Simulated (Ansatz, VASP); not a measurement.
## One calculation of P, two programs

The input POSCAR:

```
P
1.0
    4.2729048574      0.0000000000      0.0000000000
    0.0000000000      4.2729048574      0.0000000000
    0.0000000000      0.0000000000      4.4874500000
P
1
Direct
    0.0000000000      0.0000000000      0.0000000000
```

File INCAR.step1:

```
SYSTEM = P
PREC = Accurate ; ENCUT = 520
ISMEAR = 0 ; SIGMA = 0.15
LREAL = .False. ; LASPH = .True.
NELM = 100 ; NBANDS = 8
GGA = PE ; ALGO = Normal
EDIFF = 1E-4 ; LWAVE = .True.
LCHARG = .False.
```

INCAR.step2

```
SYSTEM = P
PREC = Accurate ; ENCUT = 520
EDIFF = 1E-6 ; ISMEAR = 0
SIGMA = 0.15 ; LREAL = .False.
LASPH = .True. ; NELM = 100
ALGO = Normal ; ISIF = 2
LWAVE = .False. ; LCHARG = .True.
METAGGA = R2SCAN ; LMIXTAU = .True.
LELF = .True. ; LVHAR = .True.
NBANDS = 8 ; ISTART = 1
```

KPOINTS

```
regular mesh
0
Gamma
  12 12 12
  0 0 0
```

Input for Ansatz:

```yaml
crystal:
  lattice:
    - [4.2729048574, 0.0, 0.0]
    - [0.0, 4.2729048574, 0.0]
    - [0.0, 0.0, 4.48745]
  atoms:
    - { symbol: P, position: [0.0, 0.0, 0.0] }
basis:
  ecutwfc: 500
kpoints:
  mp_grid: { grid: [12, 12, 12] }
hamiltonian:
  xc: r2scan
scf:
  occupations: { method: gaussian, width: 0.15 }
output:
  forces: true
  stress: true
  eigenvalues: true
```

Change from the starting cell: strain +0.000 along x and y, +0.025 along z, atoms carried along.

Alike in both runs: task single point; functional r2SCAN; k mesh 12 × 12 × 12; occupations gaussian, width 0.15 eV; no spin polarisation.

```csv
,VASP,Ansatz
version,VASP 6.6.1,Ansatz 0.2.0
potentials or method,"VASP PAW PBE potentials, release 64 (P), cutoff 520 eV","scalar-relativistic, plane waves, PAW"
valence electrons in the cell,5,5
```

|  | VASP | Ansatz | Ansatz less VASP |
| --- | --- | --- | --- |
| gap on the k mesh at the Fermi level (eV) | none | none | - |
| pressure (GPa) | -3.8 | -3.8 | +0.01 |
| traceless stress, the component that is largest in VASP (GPa) | 0.53 | 0.53 | +0.001 |

VASP's potentials were made for PBE, not for r2SCAN. A gap of «none» marks a metal or a gap that the smearing closes. With one functional, cell and mesh, what is left measures potentials, basis and numerics.
